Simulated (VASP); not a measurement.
# Cu16CO in VASP: single point with PBE

Aim: the single point of Cu16CO with PBE.

Program: VASP 6.6.1. These are calculated values, not measurements. Logs are shortened: lines on timing, memory, paths and dates and some standing lists are left out, and cuts for length are marked.

## (1) The cell of the first run

The cell holds a slab with vacuum, 18 atoms: a = 5.174 Å, b = 5.174 Å, c = 24.337 Å, α = 90.00°, β = 90.00°, γ = 60.00°.

## (2) Single point, PBE

The input, INCAR:

```
PREC = Accurate
ENCUT = 520
EDIFF = 1E-6
ISMEAR = 0
SIGMA = 0.1
LREAL = F
LASPH = T
NELM = 120
ALGO = Normal
ISIF = 2
LWAVE = F
LCHARG = F
LDIPOL = T
IDIPOL = 3
DIPOL = 0.5 0.5 0.522
GGA = PE
NBANDS = 108
GGA_COMPAT = F
NELMDL = -8
```

The input, KPOINTS:

```
regular mesh
0
Gamma
  6 6 1
```

The input, POSCAR:

```
Cu16CO
1.0
    5.1737306123      0.0000000000      0.0000000000
    2.5868653062      4.4805821426      0.0000000000
    0.0000000000      0.0000000000     24.3365000334
Cu C O
16 1 1
Direct
    0.0000000000      0.0000000000      0.3698148866
    0.5000000000      0.0000000000      0.3698148866
    0.0000000000      0.5000000000      0.3698148866
    0.5000000000      0.5000000000      0.3698148866
    0.1666666667      0.1666666667      0.4566049622
    0.6666666667      0.1666666667      0.4566049622
    0.1666666667      0.6666666667      0.4566049622
    0.6666666667      0.6666666667      0.4566049622
   -0.1649082356      0.3324541178      0.5404268645
    0.3324541178      0.3324541178      0.5404268645
   -0.1666666667      0.8333333333      0.5440615278
    0.3324541178      0.8350917644      0.5404268645
    0.0002387757      0.0002387757      0.6282145386
    0.4995224487      0.0002387757      0.6282145386
    0.0002387757      0.4995224487      0.6282145386
    0.5000000000      0.5000000000      0.6228227722
    0.1666666667      0.1666666667      0.6861157161
    0.1666666667      0.1666666667      0.7343247443
```

Potentials or basis: VASP PAW PBE potentials, release 64 (Cu, C, O).

Launch:

```
$ cat potpaw_PBE.64/Cu/POTCAR potpaw_PBE.64/C/POTCAR potpaw_PBE.64/O/POTCAR > POTCAR
$ mpirun -np 1 vasp_std > vasp.out
```

OUTCAR:

```text
PREC = Accurate
   ENCUT = 520
   EDIFF = 1E-6
   ISMEAR = 0
   LREAL = F
   LASPH = T
   NELM = 120
   ISIF = 2
   GGA = PE
   NELMDL = -8

 ion  position               nearest neighbor table
   1  0.000  0.000  0.370-   6 2.59   7 2.59   4 2.59   4 2.59   2 2.59   2 2.59   3 2.59   3 2.59
                             5 2.59
   2  0.500  0.000  0.370-   5 2.59   8 2.59   3 2.59   3 2.59   1 2.59   1 2.59   4 2.59   4 2.59
                             6 2.59
   3  0.000  0.500  0.370-   8 2.59   5 2.59   2 2.59   2 2.59   4 2.59   4 2.59   1 2.59   1 2.59
                             7 2.59
   4  0.500  0.500  0.370-   7 2.59   6 2.59   1 2.59   1 2.59   3 2.59   3 2.59   2 2.59   2 2.59
                             8 2.59
   5  0.167  0.167  0.457-  10 2.52   9 2.52  12 2.52   2 2.59   3 2.59   8 2.59   8 2.59   6 2.59
                             6 2.59   7 2.59   7 2.59   1 2.59
   6  0.667  0.167  0.457-   9 2.53  10 2.53   1 2.59   4 2.59   7 2.59   7 2.59   5 2.59   5 2.59
                             8 2.59   8 2.59   2 2.59  11 2.60
   7  0.167  0.667  0.457-  12 2.53  10 2.53   4 2.59   1 2.59   6 2.59   6 2.59   8 2.59   8 2.59
                             5 2.59   5 2.59   3 2.59  11 2.60
   8  0.667  0.667  0.457-  12 2.53   9 2.53   3 2.59   2 2.59   5 2.59   5 2.59   7 2.59   7 2.59
                             6 2.59   6 2.59   4 2.59  11 2.60
   9  0.835  0.332  0.540-  16 2.51   5 2.52   6 2.53   8 2.53  12 2.57  10 2.57  11 2.59  11 2.59
                            12 2.60  10 2.60  13 2.60  15 2.60
  10  0.332  0.332  0.540-  16 2.51   5 2.52   6 2.53   7 2.53   9 2.57  12 2.57  11 2.59  11 2.59
                             9 2.60  12 2.60  15 2.60  14 2.60
  11  0.833  0.833  0.544-  14 2.54  15 2.54  13 2.54  12 2.59   9 2.59  10 2.59  10 2.59  12 2.59
                             9 2.59   8 2.60   7 2.60   6 2.60
  12  0.332  0.835  0.540-  16 2.51   5 2.52   7 2.53   8 2.53   9 2.57  10 2.57  11 2.59  11 2.59
                             9 2.60  10 2.60  13 2.60  14 2.60
  13  0.000  0.000  0.628-  17 2.05  11 2.54  14 2.58  15 2.58  16 2.59  16 2.59  14 2.59  15 2.59
                            12 2.60   9 2.60
  14  0.500  0.000  0.628-  17 2.05  11 2.54  15 2.58  13 2.58  16 2.59  16 2.59  15 2.59  13 2.59
                            10 2.60  12 2.60
  15  0.000  0.500  0.628-  17 2.05  11 2.54  14 2.58  13 2.58  16 2.59  16 2.59  14 2.59  13 2.59
                            10 2.60   9 2.60
  16  0.500  0.500  0.623-   9 2.51  12 2.51  10 2.51  15 2.59  14 2.59  13 2.59  13 2.59  15 2.59
                            14 2.59
  17  0.167  0.167  0.686-  18 1.17  14 2.05  15 2.05  13 2.05
  18  0.167  0.167  0.734-  17 1.17

  LATTYP: Found a hexagonal cell.
 ALAT       =     5.1737306123
 C/A-ratio  =     4.7038591409

  Lattice vectors:

 A1 = (  -2.5868653062,  -4.4805821426,   0.0000000000)
 A2 = (   5.1737306123,   0.0000000000,   0.0000000000)
 A3 = (   0.0000000000,   0.0000000000,  24.3365000334)

Analysis of symmetry for initial positions (statically):
=====================================================================
 Subroutine PRICEL returns:
 Original cell was already a primitive cell.

 Routine SETGRP: Setting up the symmetry group for a
 hexagonal supercell.

 Subroutine GETGRP returns: Found  6 space group operations
 (whereof  2 operations were pure point group operations)
 out of a pool of 24 trial point group operations.

The static configuration has the point symmetry C_1h.
 The point group associated with its full space group is C_3v.

Analysis of symmetry for dynamics (positions and initial velocities):
=====================================================================
 Subroutine PRICEL returns:
 Original cell was already a primitive cell.

 Routine SETGRP: Setting up the symmetry group for a
 hexagonal supercell.

 Subroutine GETGRP returns: Found  6 space group operations
 (whereof  2 operations were pure point group operations)
 out of a pool of 24 trial point group operations.

The dynamic configuration has the point symmetry C_1h.
 The point group associated with its full space group is C_3v.

 Subroutine INISYM returns: Found  6 space group operations
 (whereof  2 operations are pure point group operations),
 and found     1 'primitive' translations

----------------------------------------------------------------------------------------

                                     Primitive cell

  volume of cell :     564.1523

  direct lattice vectors                    reciprocal lattice vectors
     5.173730612  0.000000000  0.000000000     0.193284126 -0.111592642  0.000000000
     2.586865306  4.480582143  0.000000000     0.000000000  0.223185284  0.000000000
     0.000000000  0.000000000 24.336500033     0.000000000  0.000000000  0.041090543

  length of vectors
     5.173730612  5.173730612 24.336500033     0.223185284  0.223185284  0.041090543

  position of ions in fractional coordinates (direct lattice)
     0.000000000  0.000000000  0.369814887
     0.500000000  0.000000000  0.369814887
     0.000000000  0.500000000  0.369814887
     0.500000000  0.500000000  0.369814887
     0.166666667  0.166666667  0.456604962
     0.666666667  0.166666667  0.456604962
[... 10 lines left out ...]
     0.166666667  0.166666667  0.686115716
     0.166666667  0.166666667  0.734324744

  ion indices of the primitive-cell ions
   primitive index   ion index
                 1           1
                 2           2
                 3           3
                 4           4
                 5           5
                 6           6
[... 10 lines left out ...]
                17          17
                18          18

----------------------------------------------------------------------------------------

 KPOINTS: regular mesh

Automatic generation of k-mesh.
 Grid dimensions read from file:
 generate k-points for:    6    6    1

 Generating k-lattice:

  Cartesian coordinates                     Fractional coordinates (reciprocal lattice)
     0.032214021 -0.018598774  0.000000000     0.166666667  0.000000000  0.000000000
     0.000000000  0.037197547  0.000000000     0.000000000  0.166666667  0.000000000
     0.000000000  0.000000000  0.041090543     0.000000000  0.000000000  1.000000000

  Length of vectors
     0.037197547  0.037197547  0.041090543

  Shift w.r.t. Gamma in fractional coordinates (k-lattice)
     0.000000000  0.000000000  0.000000000

 Subroutine IBZKPT returns following result:
 ===========================================

 Found      7 irreducible k-points:

 Following reciprocal coordinates:
            Coordinates               Weight
  0.000000  0.000000  0.000000      1.000000
  0.166667  0.000000  0.000000      6.000000
  0.333333  0.000000  0.000000      6.000000
  0.500000  0.000000  0.000000      3.000000
  0.333333  0.166667  0.000000      6.000000
  0.500000  0.166667  0.000000     12.000000
 -0.333333  0.333333  0.000000      2.000000
   k-points           NKPTS =      7   k-points in BZ     NKDIM =      7   number of bands    NBANDS=    108
   number of dos      NEDOS =    301   number of ions     NIONS =     18
   total plane-waves  NPLWV = 307200
   dimension x,y,z NGX =    40 NGY =   40 NGZ =  192
   dimension x,y,z NGXF=    80 NGYF=   80 NGZF=  384
   ions per type =              16   1   1
   NGX,Y,Z   is equivalent  to a cutoff of  12.85, 12.85, 13.12 a.u.
   NGXF,Y,Z  is equivalent  to a cutoff of  25.71, 25.71, 26.23 a.u.
 SYSTEM =  unknown system
   PREC   = accura    normal or accurate (medium, high low for compatibility)
   ISTART =      0    job   : 0-new  1-cont  2-samecut
   ICHARG =      2    charge: 1-file 2-atom 10-const
   ISPIN  =      1    spin polarized calculation?
   LNONCOLLINEAR =      F non collinear calculations
   LSORBIT =      F    spin-orbit coupling
   LASPH  =      T    aspherical Exc in radial PAW
   ENCUT  =  520.0 eV  38.22 Ry    6.18 a.u.   9.62  9.62 45.25*2*pi/ulx,y,z
   NELM   =    120;   NELMIN=  2; NELMDL= -8     # of ELM steps
   EDIFF  = 0.1E-05   stopping-criterion for ELM
   LREAL  =      F    real-space projection
   EDIFFG = 0.1E-04   stopping-criterion for IOM
   NSW    =      0    number of steps for IOM
   IBRION =     -1    ionic relax: 0-MD 1-quasi-New 2-CG
   NFREE  =      0    steps in history (QN), initial steepest desc. (CG)
   ISIF   =      2    stress and relaxation
   ISYM   =      2    0-nonsym 1-usesym 2-fastsym
   POTIM  = 0.5000    time-step for ionic-motion
   TEBEG  =    0.0;   TEEND  =   0.0 temperature during run
   PSTRESS=    0.0 pullay stress
   NELECT =     186.0000    total number of electrons
   NUPDOWN=      -1.0000    fix difference up-down
   EMIN   =  10.00;   EMAX   =-10.00  energy-range for DOS
   EFERMI =   0.00;   METHOD = LEGACY
   ISMEAR =     0;   SIGMA  =   0.10  broadening in eV -4-tet -1-fermi 0-gaus
   EFERMI_NEDOS =   21; number of points for ismear=-14 and -15
   IALGO  =     38    algorithm
   IMIX   =      4    mixing-type and parameters
     AMIX     =   0.40;   BMIX     =  1.00
     AMIX_MAG =   1.60;   BMIX_MAG =  1.00
  volume/ion in A,a.u.               =      31.34       211.50
  Fermi-wavevector in a.u.,A,eV,Ry     =   1.130959  2.137203 17.402793  1.279069
  Thomas-Fermi vector in A             =   2.267657
   LORBIT       =      0    0 simple, 1 ext, 2 COOP (PROOUT), +10 PAW based schemes
   GGA     = PE    functional components
   LHFCALC =     F    Hartree Fock is set to
   AEXX    =    0.0000 exact exchange contribution
   IVDW    =     0    specifies the selected vdW correction
   LEPSILON=     F    determine dielectric tensor
   LRPA    =     F    only Hartree local field effects (RPA)
 non-spin polarized calculation
 Gauss-broadening in eV      SIGMA  =   0.10
  energy-cutoff  :      520.00
  volume of cell :      564.15
 maximum number of plane-waves:     15229
 NGX is ok and might be reduce to    40
   NGX = 19   NGY = 19   NGZ = 91

 dipolmoment           0.000000      0.000000     -0.401266 electrons x Angstroem

 number of electron     185.9999970 magnetization

 dipolmoment           0.000000      0.000000      0.077981 electrons x Angstroem

 Free energy of the ion-electron system (eV)
  ---------------------------------------------------
  ext. energy  EPLUGINS =         0.00000000
  ---------------------------------------------------
  free energy    TOTEN  =       -71.48228318 eV

  energy without entropy =      -71.46312257  energy(sigma->0) =      -71.47270288

 E-fermi :  -0.4420     XC(G=0):  -5.4073

 val. band max:       -0.5415738510   @ k =   0.1667   0.0000   0.0000
 cond. band min:      -0.3537067719   @ k =   0.5000   0.1667   0.0000
 fundamental gap:      0.1878670790
 Fermi energy:        -0.4420067955

 k-point     1 :       0.0000    0.0000    0.0000
  band No.  band energies     occupation
      1     -24.0919      2.00000
      2     -10.8741      2.00000
      3      -9.1246      2.00000
      4      -8.1547      2.00000
      5      -7.3309      2.00000
      6      -7.3022      2.00000
[... 97 lines left out ...]
    104       2.5879      0.00000
    105       3.6765      0.00000

 k-point     2 :       0.1667    0.0000    0.0000
  band No.  band energies     occupation
      1     -24.0917      2.00000
      2     -10.8311      2.00000
      3      -8.9318      2.00000
      4      -8.0583      2.00000
      5      -7.3520      2.00000
      6      -7.3046      2.00000
[... 532 lines left out ...]
 k-point     7 :      -0.3333    0.3333    0.0000
  band No.  band energies     occupation
      1     -24.0908      2.00000
      2     -10.6869      2.00000
      3      -7.8284      2.00000
      4      -7.4619      2.00000
      5      -7.4082      2.00000
      6      -6.8030      2.00000
[... 97 lines left out ...]
    104       3.4609      0.00000
    105       3.8069      0.00000
 [bands above 105 left out]

------------------------ aborting loop because EDIFF is reached ----------------------------------------

 vacuum level on the upper side and lower side of the slab       (xc-potential included)         0.134        -0.462

  FORCE on cell =-STRESS in cart. coord.  units (eV):
  Direction    XX          YY          ZZ          XY          YZ          ZX
  --------------------------------------------------------------------------------------
  -------------------------------------------------------------------------------------
  Total       -5.6512949     -5.6512949     -0.1840402     -0.0000000     -0.0000000      0.0000000
  in kB      -16.0495248    -16.0495248     -0.5226691     -0.0000000     -0.0000000      0.0000000
  external PRESSURE =     -10.8739063 kB  Pullay stress =       0.0000000 kB

 VOLUME and BASIS-vectors are now :
 -----------------------------------------------------------------------------
  energy-cutoff  :      520.00
  volume of cell :      564.15
      direct lattice vectors                 reciprocal lattice vectors
     5.173730612  0.000000000  0.000000000     0.193284126 -0.111592642  0.000000000
     2.586865306  4.480582143  0.000000000     0.000000000  0.223185284  0.000000000
     0.000000000  0.000000000 24.336500033     0.000000000  0.000000000  0.041090543

 POSITION                                       TOTAL-FORCE (eV/Angst)
 -----------------------------------------------------------------------------------
      0.00000      0.00000      9.00000         0.023577      0.013612      0.151610
      2.58687      0.00000      9.00000        -0.023577      0.013612      0.151610
      1.29343      2.24029      9.00000        -0.000000     -0.027225      0.151610
      3.88030      2.24029      9.00000        -0.000000     -0.000000      0.136829
      1.29343      0.74676     11.11217        -0.000000     -0.000000     -0.228973
      3.88030      0.74676     11.11217        -0.000000     -0.080448     -0.147555
[... 10 lines left out ...]
      1.29343      0.74676     16.69766        -0.000000     -0.000000     -0.641283
      1.29343      0.74676     17.87089        -0.000000      0.000000      0.706988
 -----------------------------------------------------------------------------------
    total drift:                               -0.000000     -0.000000      0.007099

  FREE ENERGIE OF THE ION-ELECTRON SYSTEM (eV)
  ---------------------------------------------------
  free  energy   TOTEN  =       -71.4822831833 eV

  energy  without entropy=      -71.4631225731  energy(sigma->0) =      -71.47270288

 vacuum level on the upper side and lower side of the slab         4.769         4.162
```

It took 26 min on 1 thread of Intel Xeon Platinum 8375C at 2.90GHz (Ice Lake), shared host; peak memory 0.83 GiB.

What came out:

- Free energy: -71.4823 eV
- Largest force: 0.707 eV/Å
- Band gap on the k mesh: zero (bands 93 and 94 overlap by 0.22 eV)

Forces on the atoms (eV/Å):
```
Cu   0.024  0.014  0.152
Cu  -0.024  0.014  0.152
Cu   0.000 -0.027  0.152
Cu   0.000  0.000  0.137
Cu   0.000  0.000 -0.229
Cu   0.000 -0.080 -0.148
Cu  -0.070  0.040 -0.148
Cu   0.070  0.040 -0.148
Cu   0.001 -0.001  0.005
Cu  -0.001 -0.001  0.005
Cu   0.000  0.000 -0.002
Cu   0.000  0.001  0.005
Cu  -0.021 -0.012 -0.006
Cu   0.021 -0.012 -0.006
Cu   0.000  0.024 -0.006
Cu   0.000  0.000  0.019
C    0.000  0.000 -0.641
O    0.000  0.000  0.707
```

Levels at points of the mesh, in eV from the Fermi level:
```csv
k point,band 89,band 90,band 91,band 92,band 93,band 94,band 95,band 96,band 97,band 98
"(0.00, 0.00, 0.00)",-0.83,-0.40,-0.40,-0.23,0.30,0.49,0.49,0.94,1.00,1.00
"(0.50, 0.00, 0.00)",-1.53,-1.19,-0.59,-0.32,-0.12,0.12,0.40,0.49,1.17,1.43
```

The gap in the log of VASP goes by the Fermi energy; the results here count the filled bands.